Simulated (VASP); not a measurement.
# MgO (P6_3/mmc) in VASP: notebook

The runs below take MgO through single point, with PBEsol.

Program: VASP 6.6.1. These are calculated values, not measurements. Logs are shortened: lines on timing, memory, paths and dates and some standing lists are left out, and cuts for length are marked.

## (1) The cell of the first run

The structure is hexagonal, space group P6_3/mmc (No. 194). Conventional cell: a = 3.352 Å, b = 3.352 Å, c = 4.041 Å, α = 90.00°, β = 90.00°, γ = 120.00°. Mg (site symmetry -6m2) has 5 O at 1.94 to 2.02 Å within 2.6 Å. Within 2.6 Å of O (site symmetry -6m2) lie 5 Mg at 1.94 to 2.02 Å.

## (2) Single point, PBEsol

INCAR

```
PREC = Accurate
ENCUT = 520
EDIFF = 1E-7
ISMEAR = 1
SIGMA = 0.02
LREAL = False
LASPH = True
NELM = 100
ALGO = Normal
ISIF = 2
LWAVE = False
LCHARG = False
GGA = PS
NBANDS = 16
```

KPOINTS

```
Automatic mesh
0
Gamma
  6 6 4
```

POSCAR

```
MgO
1.0
    3.3516385169      0.0000000000      0.0000000000
   -1.6758192585      2.9026040999      0.0000000000
    0.0000000000      0.0000000000      4.0414254515
Mg O
2 2
Direct
    0.3333333333      0.6666666667     -0.0476928505
    0.6666666667      0.3333333333      0.4523071495
    0.3333333333      0.6666666667      0.4522928505
    0.6666666667      0.3333333333      0.9522928505
```

Potentials or basis: VASP PAW PBE potentials, release 64 (Mg, O).

Started as:

```sh
$ cat potpaw_PBE.64/Mg/POTCAR potpaw_PBE.64/O/POTCAR > POTCAR
$ mpirun -np 1 vasp_std > vasp.out
```

OUTCAR:

```text
PREC = Accurate
   ENCUT = 520
   EDIFF = 1E-7
   ISMEAR = 1
   LREAL = False
   LASPH = True
   NELM = 100
   ISIF = 2
   GGA = PS

 ion  position               nearest neighbor table
   1  0.333  0.667  0.952-   4 1.94   4 1.94   4 1.94   3 2.02   3 2.02   2 2.80   2 2.80   2 2.80
                             2 2.80   2 2.80   2 2.80
   2  0.667  0.333  0.452-   3 1.94   3 1.94   3 1.94   4 2.02   4 2.02   1 2.80   1 2.80   1 2.80
                             1 2.80   1 2.80   1 2.80
   3  0.333  0.667  0.452-   2 1.94   2 1.94   2 1.94   1 2.02   1 2.02
   4  0.667  0.333  0.952-   1 1.94   1 1.94   1 1.94   2 2.02   2 2.02

  LATTYP: Found a hexagonal cell.
 ALAT       =     3.3516385169
 C/A-ratio  =     1.2058058860

  Lattice vectors:

 A1 = (   3.3516385169,   0.0000000000,   0.0000000000)
 A2 = (  -1.6758192585,   2.9026040999,   0.0000000000)
 A3 = (   0.0000000000,   0.0000000000,   4.0414254515)

Analysis of symmetry for initial positions (statically):
=====================================================================
 Subroutine PRICEL returns:
 Original cell was already a primitive cell.

 Routine SETGRP: Setting up the symmetry group for a
 hexagonal supercell.

 Subroutine GETGRP returns: Found 12 space group operations
 (whereof  6 operations were pure point group operations)
 out of a pool of 24 trial point group operations.

The static configuration has the point symmetry C_3v.
 The point group associated with its full space group is C_6v.

Analysis of symmetry for dynamics (positions and initial velocities):
=====================================================================
 Subroutine PRICEL returns:
 Original cell was already a primitive cell.

 Routine SETGRP: Setting up the symmetry group for a
 hexagonal supercell.

 Subroutine GETGRP returns: Found 12 space group operations
 (whereof  6 operations were pure point group operations)
 out of a pool of 24 trial point group operations.

The dynamic configuration has the point symmetry C_3v.
 The point group associated with its full space group is C_6v.

 Subroutine INISYM returns: Found 12 space group operations
 (whereof  6 operations are pure point group operations),
 and found     1 'primitive' translations

[... 94 lines left out ...]
   EDIFF  = 0.1E-06   stopping-criterion for ELM
   LREAL  =      F    real-space projection
   EDIFFG = 0.1E-05   stopping-criterion for IOM
   NSW    =      0    number of steps for IOM
   IBRION =     -1    ionic relax: 0-MD 1-quasi-New 2-CG
   NFREE  =      0    steps in history (QN), initial steepest desc. (CG)
   ISIF   =      2    stress and relaxation
   ISYM   =      2    0-nonsym 1-usesym 2-fastsym
   POTIM  = 0.5000    time-step for ionic-motion
   TEBEG  =    0.0;   TEEND  =   0.0 temperature during run
   PSTRESS=    0.0 pullay stress
   NELECT =      16.0000    total number of electrons
   NUPDOWN=      -1.0000    fix difference up-down
   EMIN   =  10.00;   EMAX   =-10.00  energy-range for DOS
   EFERMI =   0.00;   METHOD = LEGACY
   ISMEAR =     1;   SIGMA  =   0.02  broadening in eV -4-tet -1-fermi 0-gaus
   EFERMI_NEDOS =   21; number of points for ismear=-14 and -15
   IALGO  =     38    algorithm
   IMIX   =      4    mixing-type and parameters
     AMIX     =   0.40;   BMIX     =  1.00
     AMIX_MAG =   1.60;   BMIX_MAG =  1.00
  volume/ion in A,a.u.               =       9.83        66.33
  Fermi-wavevector in a.u.,A,eV,Ry     =   1.213170  2.292559 20.024800  1.471781
  Thomas-Fermi vector in A             =   2.348631
   LORBIT       =      0    0 simple, 1 ext, 2 COOP (PROOUT), +10 PAW based schemes
   GGA     = PS    functional components
   LHFCALC =     F    Hartree Fock is set to
   AEXX    =    0.0000 exact exchange contribution
   IVDW    =     0    specifies the selected vdW correction
   LEPSILON=     F    determine dielectric tensor
   LRPA    =     F    only Hartree local field effects (RPA)
 non-spin polarized calculation
 Methfessel and Paxton  Order N= 1 SIGMA  =   0.02
  energy-cutoff  :      520.00
  volume of cell :       39.32
 maximum number of plane-waves:      1069
 NGX is ok and might be reduce to    28
   NGX = 13   NGY = 13   NGZ = 15

 number of electron      15.9999998 magnetization

 Free energy of the ion-electron system (eV)
  ---------------------------------------------------
  ext. energy  EPLUGINS =         0.00000000
  ---------------------------------------------------
  free energy    TOTEN  =       -24.47732973 eV

  energy without entropy =      -24.47732973  energy(sigma->0) =      -24.47732973

 E-fermi :   2.7748     XC(G=0): -10.8333

 val. band max:        2.6835047256   @ k =   0.0000   0.0000   0.0000
 cond. band min:       6.5696179664   @ k =   0.0000   0.0000   0.0000
 fundamental gap:      3.8861132408
 Fermi energy:         2.7747623136

 k-point     1 :       0.0000    0.0000    0.0000
  band No.  band energies     occupation
      1     -14.7364      2.00000
      2     -13.0010      2.00000
      3      -1.4590      2.00000
      4       0.6971      2.00000
      5       0.6971      2.00000
      6       1.6951      2.00000
[... 376 lines left out ...]
      3      -1.3459      2.00000
      4      -1.3459      2.00000
      5      -0.2050      2.00000
      6      -0.2050      2.00000
[... 8 lines left out ...]
     15      20.8129      0.00000
     16      20.8129      0.00000

------------------------ aborting loop because EDIFF is reached ----------------------------------------

  FORCE on cell =-STRESS in cart. coord.  units (eV):
  Direction    XX          YY          ZZ          XY          YZ          ZX
  --------------------------------------------------------------------------------------
  -------------------------------------------------------------------------------------
  Total        4.9057757      4.9057757      4.8688798     -0.0000000      0.0000000      0.0000000
  in kB      199.9119334    199.9119334    198.4084129     -0.0000000      0.0000000      0.0000000
  external PRESSURE =     199.4107599 kB  Pullay stress =       0.0000000 kB

 VOLUME and BASIS-vectors are now :
 -----------------------------------------------------------------------------
  energy-cutoff  :      520.00
  volume of cell :       39.32
      direct lattice vectors                 reciprocal lattice vectors
     3.351638517  0.000000000  0.000000000     0.298361531  0.172259110  0.000000000
    -1.675819259  2.902604100  0.000000000     0.000000000  0.344518221  0.000000000
     0.000000000  0.000000000  4.041425452     0.000000000  0.000000000  0.247437448

 POSITION                                       TOTAL-FORCE (eV/Angst)
 -----------------------------------------------------------------------------------
     -0.00000      1.93507      3.84868         0.000000     -0.000000     -0.000596
      1.67582      0.96753      1.82797        -0.000000     -0.000000     -0.000596
     -0.00000      1.93507      1.82791         0.000000     -0.000000      0.000596
      1.67582      0.96753      3.84862        -0.000000      0.000000      0.000596
 -----------------------------------------------------------------------------------
    total drift:                               -0.000000     -0.000000      0.000651

  FREE ENERGIE OF THE ION-ELECTRON SYSTEM (eV)
  ---------------------------------------------------
  free  energy   TOTEN  =       -24.4773297325 eV

  energy  without entropy=      -24.4773297325  energy(sigma->0) =      -24.47732973
```

OSZICAR:

```text
N       E                     dE             d eps       ncg     rms          rms(c)
DAV:   1     0.561630438722E+02    0.56163E+02   -0.78030E+03   672   0.905E+02
DAV:   2    -0.251529149128E+02   -0.81316E+02   -0.76079E+02   936   0.200E+02
DAV:   3    -0.282802239234E+02   -0.31273E+01   -0.31225E+01   768   0.399E+01
DAV:   4    -0.282915810764E+02   -0.11357E-01   -0.11357E-01   824   0.279E+00
DAV:   5    -0.282916368531E+02   -0.55777E-04   -0.55777E-04   760   0.184E-01    0.108E+01
DAV:   6    -0.245831682733E+02    0.37085E+01   -0.87114E+00   688   0.236E+01    0.324E+00
DAV:   7    -0.245158308736E+02    0.67337E-01   -0.13979E-01   704   0.295E+00    0.205E+00
DAV:   8    -0.244791410559E+02    0.36690E-01   -0.73103E-02   712   0.288E+00    0.452E-01
DAV:   9    -0.244769963270E+02    0.21447E-02   -0.44508E-03   776   0.598E-01    0.113E-01
DAV:  10    -0.244773266232E+02   -0.33030E-03   -0.38538E-04   672   0.142E-01    0.198E-02
DAV:  11    -0.244773305651E+02   -0.39419E-05   -0.55679E-06   832   0.171E-02    0.117E-02
DAV:  12    -0.244773297605E+02    0.80460E-06   -0.22280E-06   672   0.128E-02    0.186E-03
DAV:  13    -0.244773297325E+02    0.27974E-07   -0.20726E-07   680   0.360E-03
   1 F= -.24477330E+02 E0= -.24477330E+02  d E =0.144564E-11
```

stdout:

```text
POSCAR found type information on POSCAR MgO
 POSCAR found :  2 types and       4 ions
 scaLAPACK will be used
 -----------------------------------------------------------------------------
|                                                                             |
|                                                                             |
|     You enforced a specific xc type in the INCAR file but a different       |
|     I HOPE YOU KNOW WHAT YOU ARE DOING!                                     |
|                                                                             |
 -----------------------------------------------------------------------------

 LDA part: xc-table for (Slater+PW92), standard interpolation
 POSCAR, INCAR and KPOINTS ok, starting setup
 FFT: planning ... GRIDC
 FFT: planning ... GRID_SOFT
 FFT: planning ... GRID
 WAVECAR not read
 entering main loop
```

Run time: 18 s. Hardware: 1 thread of Intel Xeon Platinum 8259CL at 2.50GHz (Skylake/Cascade Lake), shared host; peak memory 0.16 GiB.

What came out:

| Quantity | Value |
| --- | --- |
| Free energy | -24.4773 eV |
| Pressure | 19.9 GPa |
| Band gap on the k mesh | 3.89 eV, direct |

Caveat: the PAW data sets were made with another functional, which shifts forces and pressure a little. Expect the measured gap to be larger: semilocal functionals such as PBEsol lack the derivative discontinuity.

## (3) Single point, PBEsol

This run uses another cell than the first one, of 10.70 Å³/atom, 1.088 times its volume.

INCAR

```
PREC = Accurate ; ENCUT = 520
EDIFF = 1E-6 ; ISMEAR = 1
SIGMA = 0.02 ; LREAL = F
LASPH = T ; NELM = 60
ALGO = Normal ; ISIF = 2
LWAVE = F ; LCHARG = F
GGA = PS ; NBANDS = 16
```

KPOINTS

```
regular mesh
0
Gamma
  6 6 4
```

POSCAR

```
MgO
1.0
    3.4504879444      0.0000000000      0.0000000000
   -1.7252439722      2.9882102153      0.0000000000
    0.0000000000      0.0000000000      4.1491387995
Mg O
2 2
Direct
    0.3333333333      0.6666666667     -0.0477004722
    0.6666666667      0.3333333333      0.4522995278
    0.3333333333      0.6666666667      0.4523004722
    0.6666666667      0.3333333333      0.9523004722
```

Potentials or basis: VASP PAW PBE potentials, release 64 (Mg, O).

Started as:

```sh
$ cat potpaw_PBE.64/Mg/POTCAR potpaw_PBE.64/O/POTCAR > POTCAR
$ mpirun -np 1 vasp_std > vasp.out
```

Wall time 18 s (1 thread of Intel Xeon Platinum 8259CL at 2.50GHz (Skylake/Cascade Lake), shared host); peak memory 0.16 GiB.

Results (log left out):

```
Free energy            : -24.7367 eV
Pressure               : 4.7 GPa
Band gap on the k mesh : 3.45 eV, direct
```

Stress tensor (GPa, compression positive):
```
4.76 0.00 0.00
0.00 4.76 0.00
0.00 0.00 4.64
```

Levels at points of the mesh, in eV from the valence-band top:
| k point | band 5 | band 6 | band 7 | band 8 | band 9 | band 10 | band 11 | band 12 |
| --- | --- | --- | --- | --- | --- | --- | --- | --- |
| (0.00, 0.00, 0.00) | -1.81 | -0.86 | -0.86 | 0.00 | 3.45 | 9.60 | 12.29 | 12.62 |
| (0.50, 0.00, 0.00) | -2.44 | -2.04 | -1.37 | -0.56 | 6.93 | 9.28 | 9.73 | 12.37 |
| (0.00, 0.00, 0.50) | -1.36 | -1.36 | -1.36 | -1.36 | 6.50 | 6.50 | 12.97 | 12.97 |
| (0.50, 0.00, 0.50) | -1.61 | -1.61 | -0.88 | -0.88 | 7.27 | 7.27 | 12.19 | 12.19 |

Caveat: the PAW data sets were made with another functional, which shifts forces and pressure a little.

## (4) Single point, PBEsol

This run uses another cell than the first one, of 10.37 Å³/atom, 1.055 times its volume.

INCAR

```
SYSTEM = MgO
ALGO = Normal
EDIFF = 1E-6
ENCUT = 520
GGA = PS
ISIF = 2
ISMEAR = 1
LASPH = .TRUE.
LCHARG = .FALSE.
LREAL = .FALSE.
LWAVE = .FALSE.
NBANDS = 16
NELM = 100
PREC = Accurate
SIGMA = 0.02
```

KPOINTS

```
k-points
0
G
  6 6 4
  0 0 0
```

POSCAR

```
MgO
1.0
    3.4135556924      0.0000000000      0.0000000000
   -1.7067778462      2.9562259468      0.0000000000
    0.0000000000      0.0000000000      4.1091178732
Mg O
2 2
Direct
    0.3333333333      0.6666666667     -0.0476975444
    0.6666666667      0.3333333333      0.4523024556
    0.3333333333      0.6666666667      0.4522975444
    0.6666666667      0.3333333333      0.9522975444
```

Started as:

```sh
$ cat potpaw_PBE.64/Mg/POTCAR potpaw_PBE.64/O/POTCAR > POTCAR
$ mpirun -np 1 vasp_std > vasp.out
```

Run time: 19 s. Hardware: 1 thread of Intel Xeon Platinum 8259CL at 2.50GHz (Skylake/Cascade Lake), shared host; peak memory 0.16 GiB.

The run converged. Its results:

| Quantity | Value |
| --- | --- |
| Free energy | -24.6762 eV |
| Pressure | 9.8 GPa |
| Band gap on the k mesh | 3.61 eV, direct |

Stress tensor (GPa, compression positive):
```
9.81 0.00 0.00
0.00 9.81 0.00
0.00 0.00 9.70
```

Levels at points of the mesh, in eV from the valence-band top:
```
           k point  band 6  band 7  band 8  band 9  band 10  band 11
(0.00, 0.00, 0.00)   -0.90   -0.90    0.00    3.61     9.85    12.53
(0.50, 0.00, 0.00)   -2.10   -1.42   -0.58    7.02     9.60     9.81
(0.00, 0.00, 0.50)   -1.41   -1.41   -1.41    6.66     6.66    13.19
(0.50, 0.00, 0.50)   -1.67   -0.92   -0.92    7.37     7.37    12.55
```

Caveat: the PAW data sets were made with another functional, which shifts forces and pressure a little.

## (5) Summary

```tsv
cell	gap on the mesh (eV)	pressure (GPa)
a = 3.352, b = 3.352, c = 4.041 Å, angles 90.0, 90.0, 120.0°, 4 atoms	3.89	19.9
a = 3.450, b = 3.450, c = 4.149 Å, angles 90.0, 90.0, 120.0°, 4 atoms	3.45	4.7
a = 3.414, b = 3.414, c = 4.109 Å, angles 90.0, 90.0, 120.0°, 4 atoms	3.61	9.8
```

Alike in all rows: task single point; level PBEsol; potentials or basis VASP PAW PBE potentials, release 64 (Mg, O); no spin polarisation; k mesh 6 × 6 × 4; cutoff (eV) 520; smearing methfessel-paxton 0.02 eV.

Caveats: the PAW data sets were made with another functional, which shifts forces and pressure a little.

Total energies depend on the potentials used, so only differences within one code and one set of settings carry meaning.
